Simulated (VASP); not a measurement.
A run of VASP 6.6.1 is set up as follows.

File INCAR:

```
PREC = Accurate
ENCUT = 600
EDIFF = 1E-6
ISMEAR = 0
SIGMA = 0.15
LREAL = False
LASPH = True
NELM = 150
ALGO = Normal
ISIF = 3
LWAVE = False
LCHARG = False
ISPIN = 2
MAGMOM = 3 3 0 0 0 0 0 0
LORBIT = 11
LMAXMIX = 4
GGA = PE
IBRION = 2
NSW = 36
EDIFFG = -0.08
```

File KPOINTS:

```
Automatic mesh
0
Gamma
  3 3 3
```

File POSCAR:

```
CoH3
1.0
    4.2688108000      0.0000000000      0.0000000000
   -2.1344054000      3.6968986000      0.0000000000
    0.0000000000      0.0000000000      4.3896591300
Co H
2 6
Direct
    0.0000000000      0.0000000000      0.0994894400
    0.0000000000      0.0000000000      0.5994894400
    0.6336997100      0.0000000000      0.8546182900
    0.0000000000      0.6336997100      0.8546182900
    0.3663002900      0.3663002900      0.8546182900
    0.3663002900      0.0000000000      0.3546182900
    0.0000000000      0.3663002900      0.3546182900
    0.6336997100      0.6336997100      0.3546182900
```

Potentials or basis: VASP PAW PBE potentials, release 64 (Co, H).

Run with:

```bash
$ cat potpaw_PBE.64/Co/POTCAR potpaw_PBE.64/H/POTCAR > POTCAR
$ mpirun -np 1 vasp_std > vasp.out
```

Task: Estimate the site moments.

Result: Co +0.75; H -0.02 μB.

Task: What does it give for the net moment?

Result: 1.33 μB per cell.

Task: Estimate the relaxed volume.

Result: 12.46 Å³/atom.

Forces in eV/Å, atoms in the order of the input:
```
Co   0.000  0.000  0.055
Co   0.000  0.000  0.055
H   -0.056  0.000 -0.018
H    0.028 -0.048 -0.018
H    0.028  0.048 -0.018
H    0.056  0.000 -0.018
H   -0.028  0.048 -0.018
H   -0.028 -0.048 -0.018
```

Caveat: the k points lie up to 0.48 Å⁻¹ apart in the final cell; the volume moved by over 15 % at a fixed basis, so the end points are rough; the relaxation stopped at a loose force limit of 0.08 eV/Å, so its end isn't a converged minimum.
